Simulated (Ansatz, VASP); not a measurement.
## Mg5NiS6 in VASP and in Ansatz

```
CELL_PARAMETERS angstrom
3.65674 -0.00007 0.00005
-0.00007 3.65615 0.00008
0.00037 0.00014 15.35999
ATOMIC_POSITIONS crystal
Mg 0.99918 0.00074 0.65938
Mg 0.49984 0.49994 0.82799
Mg 0.00014 0.00009 0.00002
Mg 0.50027 0.50013 0.17203
Mg 0.00010 0.99967 0.34062
Ni 0.49980 0.50011 0.49998
S 0.99991 0.99996 0.82892
S 0.50010 0.50006 0.00001
S 0.00022 0.00006 0.17108
S 0.50035 0.49950 0.34652
S 0.00061 0.99934 0.49998
S 0.49949 0.50039 0.65347
```

Change from the starting cell: cell x1, atoms moved at random (sigma 0.05 Å) and cell strained at random (1.5 %), then relaxed without symmetry.

Alike in both runs: functional PBE; k mesh 6 × 6 × 2; occupations gaussian, width 0.2 eV; no spin polarisation.

Ansatz relaxed the structure, and its values are those at the end. VASP's run is a single point on that final structure, the one shown.

|  | VASP | Ansatz |
| --- | --- | --- |
| version | VASP 6.6.1 | Ansatz 0.2.0 |
| potentials or method | VASP PAW PBE potentials, release 64 (Mg, Ni, S), cutoff 520 eV | scalar-relativistic, plane waves, PAW |
| valence electrons in the cell | 56 | 104 |

|  | VASP | Ansatz | Ansatz less VASP |
| --- | --- | --- | --- |
| gap on the k mesh at the Fermi level (eV) | none | none | - |
| pressure (GPa) | -0.2 | 0.0 | +0.24 |
| rms of the force components (eV/Å) | 0.011 | 0.007 | -0.0041 |

A gap of «none» marks a metal or a gap that the smearing closes. The functional is the same, so the differences come from potentials, cutoffs and numerics. VASP's potentials hold 56 valence electrons a cell and Ansatz's 104, so a difference there can come from the potentials and not from the codes.
